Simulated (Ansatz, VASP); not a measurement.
One calculation of Zr, two programs

```xyz
2
Lattice="3.2320 0.0000 0.0000 -1.6160 2.7990 0.0000 0.0000 0.0000 5.1470" Properties=species:S:1:pos:R:3 pbc="T T T"
Zr    1.6160    0.9330    3.8603
Zr    0.0000    1.8660    1.2868
```

Alike in both runs: task single point; functional PBE; k mesh 9 × 9 × 5; occupations gaussian, width 0.017 eV; no spin polarisation.

```csv
,VASP,Ansatz
version,VASP 6.6.1,Ansatz 0.2.0
potentials or method,"VASP PAW PBE potentials, release 64 (Zr_sv), cutoff 520 eV","all-electron LAPW, scalar-relativistic"
```

```csv
,VASP,Ansatz,Ansatz less VASP
gap on the k mesh at the Fermi level (eV),none,none,-
pressure (GPa),0.6,0.6,-0.01
"traceless stress, the component that is largest in VASP (GPa)",0.74,0.74,+0.006
```

A gap of «none» marks a metal or a gap that the smearing closes. Ansatz ran all-electron here, and VASP with PAW potentials.
